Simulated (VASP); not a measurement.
CdSe, 2 atoms in the cell. The structure is cubic, space group F-43m (No. 216). Conventional cell: a = 6.085 Å, b = 6.085 Å, c = 6.085 Å, α = 90.00°, β = 90.00°, γ = 90.00°. Within 3.5 Å of Cd (site symmetry -43m) lie 4 Se at 2.63 Å. Within 3.5 Å of Se (site symmetry -43m) lie 4 Cd at 2.63 Å. 

| Property | Result |
| --- | --- |
| Program | VASP 6.6.1 |
| Task | vibrations by perturbation theory |
| Functional | LDA |
| Potentials or basis | VASP PAW LDA potentials, release 64 (Cd, Se) |
| Cutoff | 520 eV |
| k mesh | 6 × 6 × 6 |
| Occupations | gaussian, width 0.01 eV |
| Spin | no spin polarisation |
| Dipole correction | no |
| Further INCAR settings | ALGO = Normal; EDIFF = 1e-08; NBANDS = 16; IBRION = 8; NSW = 1 |

Potentials or basis: VASP PAW LDA potentials, release 64 (Cd, Se).

Command:

```sh
$ cat potpaw_LDA.64/Cd/POTCAR potpaw_LDA.64/Se/POTCAR > POTCAR
$ mpirun -np 1 vasp_std > vasp.out
```

Hardware: 1 thread of Intel Xeon 8259CL (shared host).

Q: Estimate the wall time of this run.

A: Run time: 110 s on 1 thread of Intel Xeon 8259CL, on a shared host, peak memory 0.26 GiB. Counts: scf iterations 39, k points 16.
